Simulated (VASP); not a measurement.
# MoS2 (P-6m2) in VASP: a series of runs

The runs below take MoS2 through single point, with PBE+D3(BJ).

Everything below comes from runs of VASP 6.6.1. Logs are shortened: lines on timing, memory, paths and dates and some standing lists are left out, and cuts for length are marked.

### Step 1. The cell of the first run

It takes space group P-6m2 (No. 187, hexagonal). The conventional cell has a = 3.150 Å, b = 3.150 Å, c = 6.714 Å, α = 90.00°, β = 90.00°, γ = 120.00°. Within 3.2 Å of Mo (site symmetry -6m2) lie 6 S at 2.40 Å and 6 Mo at 3.15 Å. Within 3.2 Å of S (site symmetry 3m) lie 3 Mo at 2.40 Å and 7 S at 3.14 to 3.15 Å.

### Step 2. Single point, PBE+D3(BJ) (strain along c alone, the other axes held: +1.0 %, then relaxed in part)

File INCAR:

```
  PREC = Accurate
  ENCUT = 520
  EDIFF = 1E-6
  ISMEAR = 0
  SIGMA = 0.02
  LREAL = False
  LASPH = True
  NELM = 100
  ALGO = Normal
  ISIF = 2
  LWAVE = False
  LCHARG = False
  GGA = PE
  IVDW = 12
  NBANDS = 20
```

File KPOINTS:

```
Automatic mesh
0
Gamma
  12 12 4
```

File POSCAR:

```
MoS2
1.0
    3.1497239970      0.0000000000      0.0000000000
   -1.5748619985      2.7277409963      0.0000000000
    0.0000000000      0.0000000000      6.7140180868
Mo S
1 2
Direct
    0.0000000000      0.0000000000      0.0000000000
    0.3333333333      0.6666666667      0.2335120392
    0.3333333333      0.6666666667      0.7664879608
```

Potentials or basis: VASP PAW PBE potentials, release 64 (Mo_sv, S).

Started as:

```
> cat potpaw_PBE.64/Mo_sv/POTCAR potpaw_PBE.64/S/POTCAR > POTCAR
> mpirun -np 1 vasp_std > vasp.out
```

OUTCAR:

```text
PREC = Accurate
   ENCUT = 520
   EDIFF = 1E-6
   ISMEAR = 0
   LREAL = False
   LASPH = True
   NELM = 100
   ISIF = 2
   GGA = PE
   IVDW = 12
 IVDW          = 12

 ion  position               nearest neighbor table
   1  0.000  0.000  0.000-   2 2.40   3 2.40   2 2.40   3 2.40   2 2.40   3 2.40
   2  0.333  0.667  0.234-   1 2.40   1 2.40   1 2.40
   3  0.333  0.667  0.766-   1 2.40   1 2.40   1 2.40

  LATTYP: Found a hexagonal cell.
 ALAT       =     3.1497239970
 C/A-ratio  =     2.1316210859

  Lattice vectors:

 A1 = (   3.1497239970,   0.0000000000,   0.0000000000)
 A2 = (  -1.5748619985,   2.7277409963,   0.0000000000)
 A3 = (   0.0000000000,   0.0000000000,   6.7140180868)

Analysis of symmetry for initial positions (statically):
=====================================================================
 Subroutine PRICEL returns:
 Original cell was already a primitive cell.

 Routine SETGRP: Setting up the symmetry group for a
 hexagonal supercell.

 Subroutine GETGRP returns: Found 12 space group operations
 (whereof 12 operations were pure point group operations)
 out of a pool of 24 trial point group operations.

The static configuration has the point symmetry D_3h.

Analysis of symmetry for dynamics (positions and initial velocities):
=====================================================================
 Subroutine PRICEL returns:
 Original cell was already a primitive cell.

 Routine SETGRP: Setting up the symmetry group for a
 hexagonal supercell.

 Subroutine GETGRP returns: Found 12 space group operations
 (whereof 12 operations were pure point group operations)
 out of a pool of 24 trial point group operations.

The dynamic configuration has the point symmetry D_3h.

 Subroutine INISYM returns: Found 12 space group operations
 (whereof 12 operations are pure point group operations),
 and found     1 'primitive' translations

----------------------------------------------------------------------------------------

                                     Primitive cell

  volume of cell :      57.6844

  direct lattice vectors                    reciprocal lattice vectors
     3.149723997  0.000000000  0.000000000     0.317488136  0.183301861  0.000000000
    -1.574861999  2.727740996  0.000000000     0.000000000  0.366603721  0.000000000
     0.000000000  0.000000000  6.714018087     0.000000000  0.000000000  0.148942107

  length of vectors
     3.149723997  3.149723997  6.714018087     0.366603721  0.366603721  0.148942107

  position of ions in fractional coordinates (direct lattice)
     0.000000000  0.000000000  0.000000000
     0.333333333  0.666666667  0.233512039
     0.333333333  0.666666667  0.766487961

  ion indices of the primitive-cell ions
   primitive index   ion index
                 1           1
                 2           2
                 3           3

----------------------------------------------------------------------------------------

 KPOINTS: Automatic mesh

Automatic generation of k-mesh.
 Grid dimensions read from file:
 generate k-points for:   12   12    4

 Generating k-lattice:

  Cartesian coordinates                     Fractional coordinates (reciprocal lattice)
     0.026457345  0.015275155  0.000000000     0.083333333  0.000000000  0.000000000
     0.000000000  0.030550310  0.000000000     0.000000000  0.083333333  0.000000000
     0.000000000  0.000000000  0.037235527     0.000000000  0.000000000  0.250000000

  Length of vectors
     0.030550310  0.030550310  0.037235527

  Shift w.r.t. Gamma in fractional coordinates (k-lattice)
     0.000000000  0.000000000  0.000000000

 Subroutine IBZKPT returns following result:
 ===========================================

 Found     57 irreducible k-points:

 Following reciprocal coordinates:
            Coordinates               Weight
  0.000000  0.000000  0.000000      1.000000
  0.083333  0.000000  0.000000      6.000000
  0.166667  0.000000  0.000000      6.000000
  0.250000  0.000000  0.000000      6.000000
  0.333333  0.000000  0.000000      6.000000
  0.416667  0.000000  0.000000      6.000000
[... 16 lines left out ...]
  0.250000  0.000000  0.250000     12.000000
  0.333333  0.000000  0.250000     12.000000
 [... further k-points ...]
   k-points           NKPTS =     57   k-points in BZ     NKDIM =     57   number of bands    NBANDS=     20
   number of dos      NEDOS =    301   number of ions     NIONS =      3
   total plane-waves  NPLWV =  28800
   dimension x,y,z NGX =    24 NGY =   24 NGZ =   50
   dimension x,y,z NGXF=    48 NGYF=   48 NGZF=  100
   ions per type =               1   2
   NGX,Y,Z   is equivalent  to a cutoff of  12.67, 12.67, 12.38 a.u.
   NGXF,Y,Z  is equivalent  to a cutoff of  25.33, 25.33, 24.76 a.u.
 SYSTEM =  unknown system
   PREC   = accura    normal or accurate (medium, high low for compatibility)
   ISTART =      0    job   : 0-new  1-cont  2-samecut
   ICHARG =      2    charge: 1-file 2-atom 10-const
   ISPIN  =      1    spin polarized calculation?
   LNONCOLLINEAR =      F non collinear calculations
   LSORBIT =      F    spin-orbit coupling
   LASPH  =      T    aspherical Exc in radial PAW
   ENCUT  =  520.0 eV  38.22 Ry    6.18 a.u.   5.86  5.86 12.48*2*pi/ulx,y,z
   NELM   =    100;   NELMIN=  2; NELMDL= -5     # of ELM steps
   EDIFF  = 0.1E-05   stopping-criterion for ELM
   LREAL  =      F    real-space projection
   EDIFFG = 0.1E-04   stopping-criterion for IOM
   NSW    =      0    number of steps for IOM
   IBRION =     -1    ionic relax: 0-MD 1-quasi-New 2-CG
   NFREE  =      0    steps in history (QN), initial steepest desc. (CG)
   ISIF   =      2    stress and relaxation
   ISYM   =      2    0-nonsym 1-usesym 2-fastsym
   POTIM  = 0.5000    time-step for ionic-motion
   TEBEG  =    0.0;   TEEND  =   0.0 temperature during run
   PSTRESS=    0.0 pullay stress
   NELECT =      26.0000    total number of electrons
   NUPDOWN=      -1.0000    fix difference up-down
   EMIN   =  10.00;   EMAX   =-10.00  energy-range for DOS
   EFERMI =   0.00;   METHOD = LEGACY
   ISMEAR =     0;   SIGMA  =   0.02  broadening in eV -4-tet -1-fermi 0-gaus
   EFERMI_NEDOS =   21; number of points for ismear=-14 and -15
   IALGO  =     38    algorithm
   IMIX   =      4    mixing-type and parameters
     AMIX     =   0.40;   BMIX     =  1.00
     AMIX_MAG =   1.60;   BMIX_MAG =  1.00
  volume/ion in A,a.u.               =      19.23       129.76
  Fermi-wavevector in a.u.,A,eV,Ry     =   1.255201  2.371986 21.436377  1.575529
  Thomas-Fermi vector in A             =   2.388969
   LORBIT       =      0    0 simple, 1 ext, 2 COOP (PROOUT), +10 PAW based schemes
   GGA     = PE    functional components
   LHFCALC =     F    Hartree Fock is set to
   AEXX    =    0.0000 exact exchange contribution
   IVDW    =    12    specifies the selected vdW correction
   LEPSILON=     F    determine dielectric tensor
   LRPA    =     F    only Hartree local field effects (RPA)
 non-spin polarized calculation
 Gauss-broadening in eV      SIGMA  =   0.02
  energy-cutoff  :      520.00
  volume of cell :       57.68
 maximum number of plane-waves:      1572
 NGX is ok and might be reduce to    24
   NGX = 11   NGY = 11   NGZ = 25

 number of electron      26.0000002 magnetization

 Free energy of the ion-electron system (eV)
  ---------------------------------------------------
  ext. energy  EPLUGINS =         0.00000000
  ---------------------------------------------------
  free energy    TOTEN  =       -21.80760749 eV

  energy without entropy =      -21.80760749  energy(sigma->0) =      -21.80760749

 E-fermi :   6.6213     XC(G=0): -10.2313

 val. band max:        6.3161681836   @ k =   0.0000   0.0000   0.5000
 cond. band min:       7.5875048245   @ k =   0.1667   0.1667   0.0000
 fundamental gap:      1.2713366409
 Fermi energy:         6.6213026121

 k-point     1 :       0.0000    0.0000    0.0000
  band No.  band energies     occupation
      1     -54.8950      2.00000
      2     -29.0602      2.00000
      3     -28.8138      2.00000
      4     -28.8138      2.00000
      5      -8.3011      2.00000
      6      -6.8662      2.00000
[... 12 lines left out ...]
     19      13.9342      0.00000
     20      15.3088      0.00000

 k-point     2 :       0.0833    0.0000    0.0000
  band No.  band energies     occupation
      1     -54.8921      2.00000
      2     -29.0546      2.00000
      3     -28.8422      2.00000
      4     -28.8203      2.00000
      5      -8.1941      2.00000
      6      -6.8231      2.00000
[... 12 lines left out ...]
     19      14.0831      0.00000
     20      15.7880      0.00000

 k-point     3 :       0.1667    0.0000    0.0000
  band No.  band energies     occupation
      1     -54.8842      2.00000
      2     -29.0394      2.00000
      3     -28.9192      2.00000
      4     -28.8378      2.00000
      5      -7.8896      2.00000
      6      -6.7008      2.00000
[... 12 lines left out ...]
     19      14.6449      0.00000
     20      15.8605      0.00000

 k-point     4 :       0.2500    0.0000    0.0000
  band No.  band energies     occupation
      1     -54.8735      2.00000
      2     -29.0228      2.00000
      3     -29.0185      2.00000
      4     -28.8617      2.00000
      5      -7.4369      2.00000
      6      -6.5208      2.00000
[... 12 lines left out ...]
     19      14.8436      0.00000
     20      15.4179      0.00000

 k-point     5 :       0.3333    0.0000    0.0000
  band No.  band energies     occupation
      1     -54.8627      2.00000
      2     -29.1248      2.00000
      3     -28.9975      2.00000
      4     -28.8854      2.00000
      5      -6.9253      2.00000
      6      -6.3224      2.00000
[... 12 lines left out ...]
     19      13.7332      0.00000
     20      14.6203      0.00000
[... 353 lines left out ...]
      6      -6.9039      2.00000
[... 12 lines left out ...]
     19      14.3389      0.00000
     20      15.5972      0.00000

 k-point    22 :       0.1667    0.0000    0.2500
  band No.  band energies     occupation
      1     -54.8842      2.00000
      2     -29.0394      2.00000
      3     -28.9192      2.00000
      4     -28.8378      2.00000
      5      -7.8432      2.00000
      6      -6.7754      2.00000
[... 12 lines left out ...]
     19      14.6882      0.00000
     20      15.9185      0.00000

 k-point    23 :       0.2500    0.0000    0.2500
  band No.  band energies     occupation
      1     -54.8735      2.00000
      2     -29.0228      2.00000
      3     -29.0185      2.00000
      4     -28.8617      2.00000
      5      -7.3918      2.00000
      6      -6.5861      2.00000
[... 12 lines left out ...]
     19      14.6994      0.00000
     20      15.4639      0.00000

 k-point    24 :       0.3333    0.0000    0.2500
  band No.  band energies     occupation
      1     -54.8627      2.00000
      2     -29.1248      2.00000
      3     -28.9975      2.00000
      4     -28.8854      2.00000
      5      -6.8833      2.00000
      6      -6.3766      2.00000
[... 12 lines left out ...]
     19      13.9801      0.00000
     20      14.6955      0.00000

 [... further k-points ...]

------------------------ aborting loop because EDIFF is reached ----------------------------------------

 Edisp (eV)   -1.18199

 E8    (eV) :    -0.4777

  FORCE on cell =-STRESS in cart. coord.  units (eV):
  Direction    XX          YY          ZZ          XY          YZ          ZX
  --------------------------------------------------------------------------------------
  -------------------------------------------------------------------------------------
  Total      -0.06547    -0.06547    -0.21934     0.00000     0.00000     0.00000
  in kB      -1.81853    -1.81853    -6.09227     0.00000     0.00000     0.00000
  external pressure =       -3.24 kB  Pullay stress =        0.00 kB

 VOLUME and BASIS-vectors are now :
 -----------------------------------------------------------------------------
  energy-cutoff  :      520.00
  volume of cell :       57.68
      direct lattice vectors                 reciprocal lattice vectors
     3.149723997  0.000000000  0.000000000     0.317488136  0.183301861  0.000000000
    -1.574861999  2.727740996  0.000000000     0.000000000  0.366603721  0.000000000
     0.000000000  0.000000000  6.714018087     0.000000000  0.000000000  0.148942107

 POSITION                                       TOTAL-FORCE (eV/Angst)
 -----------------------------------------------------------------------------------
      0.00000      0.00000      0.00000        -0.000000     -0.000000      0.000000
     -0.00000      1.81849      1.56780         0.000000      0.000000     -0.011655
     -0.00000      1.81849      5.14621         0.000000      0.000000      0.011655
 -----------------------------------------------------------------------------------
    total drift:                                0.000000     -0.000000     -0.000000

  FREE ENERGIE OF THE ION-ELECTRON SYSTEM (eV)
  ---------------------------------------------------
  free  energy   TOTEN  =       -22.9895938925 eV

  energy  without entropy=      -22.9895938925  energy(sigma->0) =      -22.98959389
```

Run time: 30 s. Hardware: 1 thread of Intel Xeon 6975P-C (Granite Rapids), shared host; peak memory 0.22 GiB.

What came out:

```yaml
Free_energy: -22.9896 eV
Pressure: -0.3 GPa
Largest_force: 0.012 eV/Å
Band_gap_on_the_k_mesh: 1.27 eV (least direct gap 1.77 eV)
Dispersion_energy_per_atom: -0.394 eV
```

Forces in eV/Å, atoms in the order of the input:
```
Mo   0.000  0.000  0.000
S    0.000  0.000 -0.012
S    0.000  0.000  0.012
```

Stress tensor (GPa, compression positive):
```
-0.18  0.00  0.00
 0.00 -0.18  0.00
 0.00  0.00 -0.61
```

Levels at points of the mesh, in eV from the valence-band top:
```tsv
k point	band 9	band 10	band 11	band 12	band 13	band 14	band 15	band 16	band 17	band 18
(0.00, 0.00, 0.00)	-2.96	-1.82	-1.82	-1.51	-0.87	2.49	2.49	2.65	2.65	5.84
(0.50, 0.00, 0.00)	-4.71	-3.53	-1.98	-1.32	-1.23	1.98	2.38	3.86	4.08	5.26
(0.00, 0.00, 0.50)	-2.95	-2.92	-1.84	-1.84	0.00	2.43	2.43	2.74	2.74	6.09
(0.50, 0.00, 0.50)	-4.35	-3.55	-2.74	-1.26	-0.84	1.99	2.56	3.24	3.91	6.57
```

Caveat: the cell differs from its parent crystal (strain along c alone, the other axes held: +1.0 %, then relaxed in part).

### Step 3. Single point, PBE+D3(BJ) (strain along c alone, the other axes held: +2.0 %, then relaxed in part)

File INCAR:

```
SYSTEM = MoS2
  ALGO = Normal
  EDIFF = 1E-6
  ENCUT = 520
  GGA = PE
  ISIF = 2
  ISMEAR = 0
  IVDW = 12
  LASPH = .TRUE.
  LCHARG = .FALSE.
  LREAL = .FALSE.
  LWAVE = .FALSE.
  NBANDS = 20
  NELM = 60
  PREC = Accurate
  SIGMA = 0.02
```

File KPOINTS:

```
k-points
0
G
  12 12 4
  0 0 0
```

File POSCAR:

```
MoS2
1.0
    3.1497239970      0.0000000000      0.0000000000
   -1.5748619985      2.7277409963      0.0000000000
    0.0000000000      0.0000000000      6.7804935134
Mo S
1 2
Direct
    0.0000000000      0.0000000000      0.0000000000
    0.3333333333      0.6666666667      0.2313598010
    0.3333333333      0.6666666667      0.7686401990
```

Potentials or basis: VASP PAW PBE potentials, release 64 (Mo_sv, S).

Started as:

```
> cat potpaw_PBE.64/Mo_sv/POTCAR potpaw_PBE.64/S/POTCAR > POTCAR
> mpirun -np 1 vasp_std > vasp.out
```

It took 36 s on 1 thread of Intel Xeon 6975P-C (Granite Rapids), shared host; peak memory 0.21 GiB.

Results (log left out):

```yaml
Free_energy: -22.9874 eV
Pressure: -0.5 GPa
Largest_force: 0.012 eV/Å
Band_gap_on_the_k_mesh: 1.32 eV (least direct gap 1.77 eV)
Dispersion_energy_per_atom: -0.391 eV
```

Forces on the atoms (eV/Å):
```
Mo   0.000  0.000  0.000
S    0.000  0.000 -0.012
S    0.000  0.000  0.012
```

Stress tensor (GPa, compression positive):
```
-0.22  0.00  0.00
 0.00 -0.22  0.00
 0.00  0.00 -0.95
```

Levels at points of the mesh, in eV from the valence-band top:
```csv
k point,band 11,band 12,band 13,band 14,band 15,band 16
"(0.00, 0.00, 0.00)",-1.78,-1.54,-0.81,2.53,2.53,2.69
"(0.50, 0.00, 0.00)",-1.98,-1.27,-1.17,2.02,2.43,3.87
"(0.00, 0.00, 0.50)",-1.79,-1.79,0.00,2.47,2.47,2.77
"(0.50, 0.00, 0.50)",-2.66,-1.22,-0.82,2.03,2.59,3.30
```

Caveat: the cell differs from its parent crystal (strain along c alone, the other axes held: +2.0 %, then relaxed in part).
